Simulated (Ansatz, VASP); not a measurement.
**Ti in VASP and in Ansatz**

The input INCAR:

```
  ALGO = Fast
  EDIFF = 1E-6
  ENCUT = 520
  GGA = PS
  ISIF = 2
  ISMEAR = 0
  LASPH = T
  LCHARG = F
  LREAL = F
  LWAVE = F
  NBANDS = 12
  NELM = 100
  PREC = Accurate
  SIGMA = 0.15
```

File KPOINTS:

```
k-points
0
Gamma
  26 26 26
```

Contents of POSCAR:

```
Ti
1.0
   -1.6452439646      1.6452439646      1.5248602598
    1.6452439646     -1.6452439646      1.5248602598
    1.6452439646      1.6452439646     -1.5248602598
Ti
1
Direct
    0.0000000000      0.0000000000      0.0000000000
```

Input for Ansatz:

```yaml
crystal:
  lattice:
    - [-1.6452439646, 1.6452439646, 1.5248602598]
    - [1.6452439646, -1.6452439646, 1.5248602598]
    - [1.6452439646, 1.6452439646, -1.5248602598]
  atoms:
    - { symbol: Ti, position: [0.0, 0.0, 0.0] }
basis:
  ecutwfc: 420
kpoints:
  mp_grid: { grid: [26, 26, 26] }
hamiltonian:
  xc: pbesol
scf:
  occupations: { method: gaussian, width: 0.15 }
output:
  forces: true
  stress: true
  eigenvalues: true
```

Change from the starting cell: strain +0.025 along x and y, -0.050 along z, atoms carried along.

Alike in both runs: task single point; functional PBEsol; k mesh 26 × 26 × 26; occupations gaussian, width 0.15 eV; no spin polarisation.

|  | VASP | Ansatz |
| --- | --- | --- |
| version | VASP 6.6.1 | Ansatz 0.2.0 |
| potentials or method | VASP PAW PBE potentials, release 64 (Ti_sv), cutoff 520 eV | scalar-relativistic, plane waves, PAW |
| valence electrons in the cell | 12 | 12 |

Ansatz gave:

| Quantity | Value |
| --- | --- |
| gap on the k mesh at the Fermi level (eV) | none |
| pressure (GPa) | 0.4 |
| traceless stress, the component that is largest in VASP (GPa) | -1.55 |

Estimate VASP's values.

gap on the k mesh at the Fermi level (eV): none; pressure (GPa): 0.0; traceless stress, the component that is largest in VASP (GPa): -1.56.

VASP's potentials were made for PBE, not for PBEsol. A gap of «none» marks a metal or a gap that the smearing closes.
